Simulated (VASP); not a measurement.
Runs of VASP 6.6.1 on GaCo. The structure is that of space group Pm-3m (No. 221), or close to it. The cells are those of the table. 

```tsv
cell	gap on the mesh (eV)	pressure (GPa)	moment (μB)
a = 2.878 Å, 2 atoms	none	0.9	(a)
a = 2.823 Å, 2 atoms	none	12.9	0.00
a = 2.793 Å, 2 atoms	none	(b)	0.00
a = 2.910 Å, 2 atoms	none	-4.6	(c)
a = 2.853 Å, 2 atoms	none	5.9	0.03
```

Alike in all rows: task single point; level PBE; potentials or basis VASP PAW PBE potentials, release 64 (Ga_d, Co); spin collinear, ferromagnetic start; k mesh 14 × 14 × 14; cutoff (eV) 520; smearing gaussian 0.1 eV.

Task: Fill in the values left out.

Result: (a) 0.05; (b) 21.2; (c) 0.12.

Caveats: the cell stands under pressure (at least some runs); the cell stands under tension (at least some runs).

A k mesh can miss the band edges, and the runs leave out spin-orbit coupling on Ga.

A gap of «none» marks levels without a gap at the run's occupations.
